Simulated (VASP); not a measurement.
# Ir (Fm-3m) in VASP: a series of runs

The runs below take Ir through single point, with PBEsol.

Program: VASP 6.6.1. These are calculated values, not measurements. Logs are shortened: lines on timing, memory, paths and dates and some standing lists are left out, and cuts for length are marked.

## Step 1: The cell of the first run

The structure is cubic, space group Fm-3m (No. 225). Conventional cell: a = 3.830 Å, b = 3.830 Å, c = 3.830 Å, α = 90.00°, β = 90.00°, γ = 90.00°. Ir (site symmetry m-3m) has 12 Ir at 2.71 Å within 3.6 Å.

## Step 2: Single point, PBEsol

INCAR reads:

```
PREC = Accurate
ENCUT = 560
EDIFF = 1E-6
ISMEAR = -1
SIGMA = 0.05
LREAL = F
LASPH = T
NELM = 120
ALGO = Normal
ISIF = 2
LWAVE = F
LCHARG = F
GGA = PS
NBANDS = 14
GGA_COMPAT = F
```

KPOINTS reads:

```
Automatic mesh
0
Gamma
  24 24 24
```

POSCAR reads:

```
Ir
1.0
    0.0000000000      1.9152318222      1.9152318222
    1.9152318222      0.0000000000      1.9152318222
    1.9152318222      1.9152318222      0.0000000000
Ir
1
Direct
    0.0000000000      0.0000000000      0.0000000000
```

Potentials or basis: VASP PAW PBE potentials, release 64 (Ir_sv_GW).

Started as:

```sh
$ cat potpaw_PBE.64/Ir_sv_GW/POTCAR > POTCAR
$ mpirun -np 1 vasp_std > vasp.out
```

OUTCAR:

```text
PREC = Accurate
   ENCUT = 560
   EDIFF = 1E-6
   ISMEAR = -1
   LREAL = F
   LASPH = T
   NELM = 120
   ISIF = 2
   GGA = PS

 ion  position               nearest neighbor table
   1  0.000  0.000  0.000-

  LATTYP: Found a face centered cubic cell.
 ALAT       =     3.8304636444

  Lattice vectors:

 A1 = (   0.0000000000,   1.9152318222,   1.9152318222)
 A2 = (   1.9152318222,   0.0000000000,   1.9152318222)
 A3 = (   1.9152318222,   1.9152318222,   0.0000000000)

Analysis of symmetry for initial positions (statically):
=====================================================================
 Subroutine PRICEL returns:
 Original cell was already a primitive cell.

 Routine SETGRP: Setting up the symmetry group for a
 face centered cubic supercell.

 Subroutine GETGRP returns: Found 48 space group operations
 (whereof 48 operations were pure point group operations)
 out of a pool of 48 trial point group operations.

The static configuration has the point symmetry O_h .

Analysis of symmetry for dynamics (positions and initial velocities):
=====================================================================
 Subroutine PRICEL returns:
 Original cell was already a primitive cell.

 Routine SETGRP: Setting up the symmetry group for a
 face centered cubic supercell.

 Subroutine GETGRP returns: Found 48 space group operations
 (whereof 48 operations were pure point group operations)
 out of a pool of 48 trial point group operations.

The dynamic configuration has the point symmetry O_h .

 Subroutine INISYM returns: Found 48 space group operations
 (whereof 48 operations are pure point group operations),
 and found     1 'primitive' translations

----------------------------------------------------------------------------------------

                                     Primitive cell

  volume of cell :      14.0506

  direct lattice vectors                    reciprocal lattice vectors
     0.000000000  1.915231822  1.915231822    -0.261065002  0.261065002  0.261065002
     1.915231822  0.000000000  1.915231822     0.261065002 -0.261065002  0.261065002
     1.915231822  1.915231822  0.000000000     0.261065002  0.261065002 -0.261065002

  length of vectors
     2.708546818  2.708546818  2.708546818     0.452177848  0.452177848  0.452177848

  position of ions in fractional coordinates (direct lattice)
     0.000000000  0.000000000  0.000000000

  ion indices of the primitive-cell ions
   primitive index   ion index
                 1           1

----------------------------------------------------------------------------------------

 KPOINTS: Automatic mesh

Automatic generation of k-mesh.
 Grid dimensions read from file:
 generate k-points for:   24   24   24

 Generating k-lattice:

  Cartesian coordinates                     Fractional coordinates (reciprocal lattice)
    -0.010877708  0.010877708  0.010877708     0.041666667  0.000000000  0.000000000
     0.010877708 -0.010877708  0.010877708     0.000000000  0.041666667  0.000000000
     0.010877708  0.010877708 -0.010877708     0.000000000  0.000000000  0.041666667

  Length of vectors
     0.018840744  0.018840744  0.018840744

  Shift w.r.t. Gamma in fractional coordinates (k-lattice)
     0.000000000  0.000000000  0.000000000

 Subroutine IBZKPT returns following result:
 ===========================================

 Found    413 irreducible k-points:

 Following reciprocal coordinates:
            Coordinates               Weight
  0.000000  0.000000  0.000000      1.000000
  0.041667  0.000000  0.000000      8.000000
  0.083333  0.000000  0.000000      8.000000
  0.125000  0.000000  0.000000      8.000000
  0.166667  0.000000  0.000000      8.000000
  0.208333  0.000000  0.000000      8.000000
[... 16 lines left out ...]
  0.416667  0.041667  0.000000     24.000000
  0.458333  0.041667  0.000000     24.000000
 [... further k-points ...]
   k-points           NKPTS =    413   k-points in BZ     NKDIM =    413   number of bands    NBANDS=     14
   number of dos      NEDOS =    301   number of ions     NIONS =      1
   total plane-waves  NPLWV =  13824
   dimension x,y,z NGX =    24 NGY =   24 NGZ =   24
   dimension x,y,z NGXF=    48 NGYF=   48 NGZF=   48
   ions per type =               1
   NGX,Y,Z   is equivalent  to a cutoff of  14.73, 14.73, 14.73 a.u.
   NGXF,Y,Z  is equivalent  to a cutoff of  29.46, 29.46, 29.46 a.u.
 SYSTEM =  unknown system
   PREC   = accura    normal or accurate (medium, high low for compatibility)
   ISTART =      0    job   : 0-new  1-cont  2-samecut
   ICHARG =      2    charge: 1-file 2-atom 10-const
   ISPIN  =      1    spin polarized calculation?
   LNONCOLLINEAR =      F non collinear calculations
   LSORBIT =      F    spin-orbit coupling
   LASPH  =      T    aspherical Exc in radial PAW
   ENCUT  =  560.0 eV  41.16 Ry    6.42 a.u.   5.23  5.23  5.23*2*pi/ulx,y,z
   NELM   =    120;   NELMIN=  2; NELMDL= -5     # of ELM steps
   EDIFF  = 0.1E-05   stopping-criterion for ELM
   LREAL  =      F    real-space projection
   EDIFFG = 0.1E-04   stopping-criterion for IOM
   NSW    =      0    number of steps for IOM
   IBRION =     -1    ionic relax: 0-MD 1-quasi-New 2-CG
   NFREE  =      0    steps in history (QN), initial steepest desc. (CG)
   ISIF   =      2    stress and relaxation
   ISYM   =      2    0-nonsym 1-usesym 2-fastsym
   POTIM  = 0.5000    time-step for ionic-motion
   TEBEG  =    0.0;   TEEND  =   0.0 temperature during run
   PSTRESS=    0.0 pullay stress
   NELECT =      17.0000    total number of electrons
   NUPDOWN=      -1.0000    fix difference up-down
   EMIN   =  10.00;   EMAX   =-10.00  energy-range for DOS
   EFERMI =   0.00;   METHOD = LEGACY
   ISMEAR =    -1;   SIGMA  =   0.05  broadening in eV -4-tet -1-fermi 0-gaus
   EFERMI_NEDOS =   21; number of points for ismear=-14 and -15
   IALGO  =     38    algorithm
   IMIX   =      4    mixing-type and parameters
     AMIX     =   0.40;   BMIX     =  1.00
     AMIX_MAG =   1.60;   BMIX_MAG =  1.00
  volume/ion in A,a.u.               =      14.05        94.82
  Fermi-wavevector in a.u.,A,eV,Ry     =   1.744455  3.296542 41.404209  3.043124
  Thomas-Fermi vector in A             =   2.816332
   LORBIT       =      0    0 simple, 1 ext, 2 COOP (PROOUT), +10 PAW based schemes
   GGA     = PS    functional components
   LHFCALC =     F    Hartree Fock is set to
   AEXX    =    0.0000 exact exchange contribution
   IVDW    =     0    specifies the selected vdW correction
   LEPSILON=     F    determine dielectric tensor
   LRPA    =     F    only Hartree local field effects (RPA)
 non-spin polarized calculation
  energy-cutoff  :      560.00
  volume of cell :       14.05
 maximum number of plane-waves:       444
 NGX is ok and might be reduce to    24
   NGX = 11   NGY = 11   NGZ = 11

 number of electron      17.0000000 magnetization

 Free energy of the ion-electron system (eV)
  ---------------------------------------------------
  ext. energy  EPLUGINS =         0.00000000
  ---------------------------------------------------
  free energy    TOTEN  =       -10.40224856 eV

  energy without entropy =      -10.39470093  energy(sigma->0) =      -10.39847474

 E-fermi :  12.8725     XC(G=0): -14.7498

 val. band max:       12.8711338416   @ k =   0.4167   0.0833   0.0417
 cond. band min:      12.8777666130   @ k =  -0.3750   0.1250   0.0000
 fundamental gap:      0.0066327715
 Fermi energy:        12.8724630831

 k-point     1 :       0.0000    0.0000    0.0000
  band No.  band energies     occupation
      1     -80.1738      2.00000
      2     -36.5496      2.00000
      3     -36.5496      2.00000
      4     -36.5496      2.00000
      5       1.6224      2.00000
      6       8.9337      2.00000
      7       8.9337      2.00000
      8       8.9337      2.00000
      9      11.6757      2.00000
     10      11.6757      2.00000
     11      26.4360      0.00000
     12      31.9786      0.00000
     13      31.9786      0.00000
     14      31.9786      0.00000

 k-point     2 :       0.0417    0.0000    0.0000
  band No.  band energies     occupation
      1     -80.1726      2.00000
      2     -36.5639      2.00000
      3     -36.5515      2.00000
      4     -36.5515      2.00000
      5       1.7012      2.00000
      6       8.8901      2.00000
      7       8.9681      2.00000
      8       8.9681      2.00000
      9      11.6521      2.00000
     10      11.6521      2.00000
     11      26.5748      0.00000
     12      31.5929      0.00000
     13      32.1112      0.00000
     14      32.1112      0.00000

 k-point     3 :       0.0833    0.0000    0.0000
  band No.  band energies     occupation
      1     -80.1696      2.00000
      2     -36.6063      2.00000
      3     -36.5573      2.00000
      4     -36.5573      2.00000
      5       1.9330      2.00000
      6       8.7701      2.00000
      7       9.0644      2.00000
      8       9.0644      2.00000
      9      11.5917      2.00000
     10      11.5917      2.00000
     11      26.9727      0.00000
     12      30.7009      0.00000
     13      32.5027      0.00000
     14      32.5027      0.00000

 k-point     4 :       0.1250    0.0000    0.0000
  band No.  band energies     occupation
      1     -80.1645      2.00000
      2     -36.6728      2.00000
      3     -36.5666      2.00000
      4     -36.5666      2.00000
      5       2.3032      2.00000
      6       8.6045      2.00000
      7       9.1995      2.00000
      8       9.1995      2.00000
      9      11.5261      2.00000
     10      11.5261      2.00000
     11      27.5656      0.00000
     12      29.6503      0.00000
     13      33.1358      0.00000
     14      33.1358      0.00000

 k-point     5 :       0.1667    0.0000    0.0000
  band No.  band energies     occupation
      1     -80.1571      2.00000
      2     -36.7576      2.00000
      3     -36.5783      2.00000
      4     -36.5783      2.00000
      5       2.7835      2.00000
      6       8.4415      2.00000
      7       9.3306      2.00000
      8       9.3306      2.00000
      9      11.5087      2.00000
     10      11.5087      2.00000
     11      28.0849      0.00000
[... 276 lines left out ...]
 k-point    22 :       0.3750    0.0417    0.0000
  band No.  band energies     occupation
      1     -80.1182      2.00000
      2     -37.2154      2.00000
      3     -36.6537      2.00000
      4     -36.6451      2.00000
      5       4.6844      2.00000
      6       9.0002      2.00000
      7       9.1445      2.00000
      8       9.6751      2.00000
      9      12.8710      1.01505
     10      13.1724      0.00495
     11      23.2211      0.00000
     12      27.4293      0.00000
     13      33.4827      0.00000
     14      34.3961      0.00000

 k-point    23 :       0.4167    0.0417    0.0000
  band No.  band energies     occupation
      1     -80.1123      2.00000
      2     -37.2834      2.00000
      3     -36.6617      2.00000
      4     -36.6573      2.00000
      5       4.7336      2.00000
      6       8.8806      2.00000
      7       9.0268      2.00000
      8      10.5061      2.00000
      9      13.3920      0.00006
     10      13.5170      0.00001
     11      21.9220      0.00000
     12      26.8070      0.00000
     13      32.6291      0.00000
     14      33.2937      0.00000

 k-point    24 :       0.4583    0.0417    0.0000
  band No.  band energies     occupation
      1     -80.1083      2.00000
      2     -37.3297      2.00000
      3     -36.6667      2.00000
      4     -36.6663      2.00000
      5       4.7375      2.00000
      6       8.8006      2.00000
      7       8.9394      2.00000
      8      11.2524      2.00000
      9      13.7414      0.00000
     10      13.8494      0.00000
     11      20.8117      0.00000
     12      26.4154      0.00000
     13      32.0922      0.00000
     14      32.4490      0.00000

 [... further k-points ...]

------------------------ aborting loop because EDIFF is reached ----------------------------------------

  FORCE on cell =-STRESS in cart. coord.  units (eV):
  Direction    XX          YY          ZZ          XY          YZ          ZX
  --------------------------------------------------------------------------------------
  -------------------------------------------------------------------------------------
  Total       -0.1668507     -0.1668507     -0.1668507      0.0000000     -0.0000000     -0.0000000
  in kB      -19.0258747    -19.0258747    -19.0258747      0.0000000     -0.0000000     -0.0000000
  external PRESSURE =     -19.0258747 kB  Pullay stress =       0.0000000 kB

 VOLUME and BASIS-vectors are now :
 -----------------------------------------------------------------------------
  energy-cutoff  :      560.00
  volume of cell :       14.05
      direct lattice vectors                 reciprocal lattice vectors
     0.000000000  1.915231822  1.915231822    -0.261065002  0.261065002  0.261065002
     1.915231822  0.000000000  1.915231822     0.261065002 -0.261065002  0.261065002
     1.915231822  1.915231822  0.000000000     0.261065002  0.261065002 -0.261065002

 POSITION                                       TOTAL-FORCE (eV/Angst)
 -----------------------------------------------------------------------------------
      0.00000      0.00000      0.00000         0.000000      0.000000      0.000000
 -----------------------------------------------------------------------------------
    total drift:                                0.000000      0.000000     -0.000000

  FREE ENERGIE OF THE ION-ELECTRON SYSTEM (eV)
  ---------------------------------------------------
  free  energy   TOTEN  =       -10.4022485556 eV

  energy  without entropy=      -10.3947009329  energy(sigma->0) =      -10.39847474
```

Wall time 40 s (1 thread of Intel Xeon Platinum 8488C (Sapphire Rapids), shared host); peak memory 0.22 GiB.

What came out:

| Property | Result |
| --- | --- |
| Free energy | -10.4022 eV |
| Pressure | -1.9 GPa |
| Band gap on the k mesh | zero (an odd number of electrons rules out a gap without spin polarisation) |

Caveat: the PAW data sets were made with another functional, which shifts forces and pressure a little; spin-orbit coupling is left out, which moves the levels of the heavy elements.

(Part 1 of 2 ends here.)
